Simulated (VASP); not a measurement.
Au, 2 atoms in the cell. Symmetry: P6_3/mmc, No. 194, hexagonal system. Conventional cell: a = 2.900 Å, b = 2.900 Å, c = 4.880 Å, α = 90.00°, β = 90.00°, γ = 120.00°. Within 3.8 Å of Au (site symmetry -6m2) lie 12 Au at 2.90 to 2.96 Å. 

```yaml
Program: VASP 6.6.1
Task: vibrations by perturbation theory
Functional: PBEsol
Potentials_or_basis: VASP PAW PBE potentials, release 64 (Au)
Cutoff: 520 eV
k_mesh: 10 × 10 × 6
Occupations: fermi-dirac, width 0.05 eV
Spin: no spin polarisation
Dipole_correction: no
Further_INCAR_settings: ALGO = Fast; EDIFF = 1e-08; IBRION = 8; NSW = 1
```

Potentials or basis: VASP PAW PBE potentials, release 64 (Au).

Run with:

```console
$ cat potpaw_PBE.64/Au/POTCAR > POTCAR
$ mpirun -np 1 vasp_std > vasp.out
```

Hardware: 1 thread of Intel(R) Xeon(R) Platinum 8559C (Emerald Rapids) (shared host).

Task: How long does it take, and how much memory?

Result: Wall time 120 s on 1 thread of Intel(R) Xeon(R) Platinum 8559C (Emerald Rapids) (shared host), peak memory 0.33 GiB. Counts: scf iterations 43, k points 56.
